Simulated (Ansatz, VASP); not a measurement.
# SnO2: VASP beside Ansatz

INCAR

```
PREC     = Accurate       # precision mode
ENCUT    = 520            # plane-wave cutoff, eV
EDIFF    = 1E-7           # SCF threshold, eV
ISMEAR   = 0              # smearing method
SIGMA    = 0.01           # smearing width, eV
LREAL    = False          # projectors in reciprocal space
LASPH    = True           # aspherical terms in the spheres
NELM     = 100            # most SCF steps
ALGO     = Normal         # electronic algorithm
ISIF     = 2              # what is computed and relaxed
LWAVE    = False          # write WAVECAR
LCHARG   = False          # write CHGCAR
GGA      = PE             # functional
NBANDS   = 35             # bands
```

KPOINTS

```
regular mesh
0
Gamma
  4 4 6
```

The input POSCAR:

```
SnO2
1.0
    4.8747382239      0.0000000000      0.0000000000
    0.0000000000      4.8747382239      0.0000000000
    0.0000000000      0.0000000000      3.2702836023
Sn O
2 4
Direct
    0.0000000000      0.0000000000      0.0000000000
    0.5000000000      0.5000000000      0.5000000000
    0.3065716164      0.3065716164      0.0000000000
    0.1934283836      0.8065716164      0.5000000000
    0.6934283836      0.6934283836      0.0000000000
    0.8065716164      0.1934283836      0.5000000000
```

Input for Ansatz:

```yaml
crystal:
  lattice:
    - [4.8747382239, 0.0, 0.0]
    - [0.0, 4.8747382239, 0.0]
    - [0.0, 0.0, 3.2702836023]
  atoms:
    - { symbol: Sn, position: [0.0, 0.0, 0.0] }
    - { symbol: Sn, position: [0.5, 0.5, 0.5] }
    - { symbol: O, position: [0.3065716164, 0.3065716164, 0.0] }
    - { symbol: O, position: [0.1934283836, 0.8065716164, 0.5] }
    - { symbol: O, position: [0.6934283836, 0.6934283836, 0.0] }
    - { symbol: O, position: [0.8065716164, 0.1934283836, 0.5] }
kpoints:
  mp_grid: { grid: [4, 4, 6] }
hamiltonian:
  xc: pbe
scf:
  occupations: { method: fixed }
  n_extra_bands: 5
output:
  forces: true
  stress: true
  eigenvalues: true
```

Alike in both runs: task single point; functional PBE; k mesh 4 × 4 × 6; no spin polarisation.

|  | VASP | Ansatz |
| --- | --- | --- |
| version | VASP 6.6.1 | Ansatz 0.2.0 |
| potentials or method | VASP PAW PBE potentials, release 64 (Sn_d, O) | plane waves, PAW |
| plane-wave cutoff (eV) | 520 | 420 |
| occupations | gaussian, width 0.01 eV | fixed |
| valence electrons in the cell | 52 | 52 |

|  | VASP | Ansatz | Ansatz less VASP |
| --- | --- | --- | --- |
| gap on the k mesh at the Fermi level (eV) | 0.36 | 0.37 | +0.012 |
| pressure (GPa) | -4.5 | -5.0 | -0.53 |
| traceless stress, the component that is largest in VASP (GPa) | -0.88 | -1.06 | -0.179 |
| rms of the force components (eV/Å) | 0.040 | 0.047 | +0.0072 |

Atom by atom the forces differ by 0.007 eV/Å (rms over components).
